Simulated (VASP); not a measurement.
GaCuCCl4O: electric field gradients with r2SCAN

GaCuCCl4O:

```
Ga Cu C Cl O
1.0
     6.87690    0.00000    0.00000
     0.52223    6.99604    0.00000
     3.07419    1.14491    8.12192
Ga Cu C Cl O
2 2 2 8 2
Direct
  0.20757 0.75749 0.76428
  0.79243 0.24251 0.23572
  0.02197 0.73550 0.22150
  0.97803 0.26450 0.77850
  0.28274 0.77582 0.21448
  0.71726 0.22418 0.78552
  0.92129 0.75698 0.98921
  0.07871 0.24302 0.01079
  0.78367 0.95544 0.38685
  0.21633 0.04456 0.61315
  0.84503 0.45391 0.38263
  0.15497 0.54609 0.61737
  0.48761 0.69167 0.82097
  0.51239 0.30833 0.17903
  0.43969 0.81228 0.21812
  0.56031 0.18772 0.78188
```

| Item | Value |
| --- | --- |
| Program | VASP 6.6.1 |
| Task | electric field gradients |
| Functional | r2SCAN |
| Potentials or basis | VASP PAW PBE potentials, release 64 (Ga_d, Cu, C, Cl, O) |
| Cutoff | 520 eV |
| k mesh | 3 × 3 × 3 |
| Occupations | fermi-dirac, width 0.02 eV |
| Spin | no spin polarisation |
| Dipole correction | no |
| Further INCAR settings | LREAL = Auto; ALGO = Normal; EDIFF = 1e-08; NBANDS = 76 |

```json
{
  "Pressure": "-0.7 GPa",
  "Largest force": "0.268 eV/Å",
  "Band gap on the k mesh": "3.61 eV (least direct gap 3.63 eV)",
  "Largest electric field gradient by atom": "Ga -41.1; Cu -47.4; C -87.5; Cl +145.5, +158.3, +156.2, +199.2 (each value once); O -49.4 V/Å²"
}
```

Forces in eV/Å, atoms in the order of the input:
```
Ga   0.008 -0.010 -0.012
Ga  -0.008  0.010  0.012
Cu   0.068  0.005 -0.011
Cu  -0.068 -0.005  0.011
C   -0.111 -0.004  0.003
C    0.111  0.004 -0.003
Cl   0.146 -0.016 -0.135
Cl  -0.146  0.016  0.135
Cl  -0.009  0.163 -0.157
Cl   0.009 -0.163  0.157
Cl  -0.074 -0.137 -0.156
Cl   0.074  0.137  0.156
Cl  -0.262  0.044 -0.033
Cl   0.262 -0.044  0.033
O    0.021 -0.007 -0.004
O   -0.021  0.007  0.004
```

Stress tensor (GPa, compression positive):
```
-0.80 -0.04  0.00
-0.04 -0.69 -0.01
 0.00 -0.01 -0.70
```

Levels at points of the mesh, in eV from the valence-band top:
```csv
k point,band 58,band 59,band 60,band 61,band 62,band 63,band 64,band 65,band 66,band 67
"(0.00, 0.00, 0.00)",-0.40,-0.26,-0.21,-0.13,-0.01,3.61,3.92,4.13,4.16,4.29
```

Electric field gradients, principal values (V/Å²):
```
 atom    least    middle  greatest (by size)
 1 Ga   15.276    25.823             -41.099
 2 Ga   15.276    25.823             -41.099
 3 Cu   20.357    27.079             -47.436
 4 Cu   20.357    27.079             -47.436
  5 C   43.525    43.938             -87.463
  6 C   43.525    43.938             -87.463
 7 Cl  -24.899  -120.623             145.522
 8 Cl  -24.899  -120.623             145.522
 9 Cl  -28.491  -129.773             158.264
10 Cl  -28.491  -129.773             158.264
11 Cl  -29.886  -126.349             156.235
12 Cl  -29.886  -126.349             156.235
13 Cl  -94.357  -104.881             199.238
14 Cl  -94.357  -104.881             199.238
 15 O   23.097    26.322             -49.419
 16 O   23.097    26.322             -49.419
```

It took 100 min on 1 thread of Intel(R) Xeon(R) Platinum 8375C CPU @ 2.90GHz (Ice Lake), with other jobs on the host, peak memory 0.74 GiB.

Caveat: without QUAD_EFG the Cq values of the log hold for a quadrupole moment of 1 mb, not for the nuclei; the PAW data sets were made with another functional, which shifts forces and pressure a little; an odd mesh through Γ misses points on the zone boundary, where band edges can lie.
